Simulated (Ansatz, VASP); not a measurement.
This is a calculation of BP for VASP 6.6.1.

The input INCAR:

```
SYSTEM = BP
  PREC = Accurate
  ENCUT = 520
  EDIFF = 1E-6
  ISMEAR = -1
  SIGMA = 0.05
  LREAL = .False.
  LASPH = .True.
  NELM = 100
  ALGO = Normal
  ISIF = 2
  LWAVE = .False.
  LCHARG = .False.
  GGA = RE
  NBANDS = 11
```

Contents of KPOINTS:

```
regular mesh
0
Gamma
  10 10 10
  0 0 0
```

POSCAR

```
BP
1.0
    0.0000000000      2.2988586873      2.2988586873
    2.2988586873      0.0000000000      2.2988586873
    2.2988586873      2.2988586873      0.0000000000
P B
1 1
Direct
    0.7500000000      0.7500000000      0.7500000000
    0.0000000000      0.0000000000      0.0000000000
```

Potentials or basis: VASP PAW PBE potentials, release 64 (P, B).

The run is started by

```console
$ cat potpaw_PBE.64/P/POTCAR potpaw_PBE.64/B/POTCAR > POTCAR
$ mpirun -np 1 vasp_std > vasp.out
```

Task: Set up the same calculation for Ansatz 0.2.0. Potentials there: Ansatz PAW.

Result: As run (the cutoff follows the program's own potentials):

File input.yaml:

```yaml
crystal:
  lattice:
    - [0.0, 2.2988586873, 2.2988586873]
    - [2.2988586873, 0.0, 2.2988586873]
    - [2.2988586873, 2.2988586873, 0.0]
  atoms:
    - { symbol: P, position: [0.75, 0.75, 0.75] }
    - { symbol: B, position: [0.0, 0.0, 0.0] }
hamiltonian:
  xc: revpbe
  pseudopotentials: { kind: paw }
kpoints:
  mp_grid: { grid: [10, 10, 10] }
scf:
  occupations: { method: fermi_dirac, width: 0.05 }
output:
  forces: true
  stress: true
  eigenvalues: true
```

Potentials or basis: Ansatz PAW.

Command:

```sh
$ ansatz run input.yaml --threads 2 --pin off --max-ram 5120MiB --backend cpu --events-out ev --progress --plain --runs-dir out
```

Both were run:

|  | VASP | Ansatz | Ansatz less VASP |
| --- | --- | --- | --- |
| gap on the k mesh at the Fermi level (eV) | 1.30 | 1.31 | +0.012 |
| least direct gap on the mesh (eV) | 3.34 | 3.35 | +0.009 |
| pressure (GPa) | -3.2 | -2.9 | +0.36 |

VASP's potentials were made for PBE, not for revPBE. With one functional, cell and mesh, what is left measures potentials, basis and numerics.
